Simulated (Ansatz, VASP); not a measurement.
**Two plane-wave programs on Zr7B**

```
Zr B
1.0
     0.00000    4.37689    4.37689
     4.37689    0.00000    4.37689
     4.37689    4.37689    0.00000
Zr B
7 1
Direct
  0.50000 0.00000 0.00000
  0.00000 0.50000 0.50000
  0.00000 0.50000 0.00000
  0.50000 0.00000 0.50000
  0.00000 0.00000 0.50000
  0.50000 0.50000 0.00000
  0.50000 0.50000 0.50000
  0.00000 0.00000 0.00000
```

Alike in both runs: functional PBE; k mesh 4 × 4 × 4; occupations gaussian, width 0.2 eV; no spin polarisation.

Ansatz relaxed the structure, and its values are those at the end. VASP's run is a single point on that final structure, the one shown.

|  | VASP | Ansatz |
| --- | --- | --- |
| version | VASP 6.6.1 | Ansatz 0.2.0 |
| potentials or method | VASP PAW PBE potentials, release 64 (Zr_sv, B), cutoff 520 eV | scalar-relativistic, plane waves, PAW |
| valence electrons in the cell | 87 | 87 |

```csv
,VASP,Ansatz,Ansatz less VASP
gap on the k mesh at the Fermi level (eV),none,none,-
pressure (GPa),-0.1,-0.2,-0.03
```

A gap of «none» marks a metal or a gap that the smearing closes.
